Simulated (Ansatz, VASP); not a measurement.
## GaN: VASP beside Ansatz

```
Ga N
1.0
     2.98064    0.00000    0.00000
    -1.49032    2.58131    0.00000
     0.00000    0.00000    2.68337
Ga N
1 1
Direct
  0.66667 0.33333 0.50000
  0.00000 0.00000 0.00000
```

Alike in both runs: functional PBEsol; k mesh 7 × 7 × 7; occupations fermi-dirac, width 0.05 eV; non-collinear spin, spin-orbit coupling.

```csv
,VASP,Ansatz
version,VASP 6.6.1,Ansatz 0.2.0
potentials or method,"VASP PAW PBE potentials, release 64 (Ga_d, N)",Ansatz PAW
plane-wave cutoff (eV),520,420
valence electrons in the cell,18,18
task,single point,band structure
```

```tsv
	VASP	Ansatz	Ansatz less VASP
pressure (GPa)	-5.7	-6.1	-0.42
traceless stress, the component that is largest in VASP (GPa)	-0.92	-0.94	-0.016
```

VASP's potentials were made for PBE, not for PBEsol.
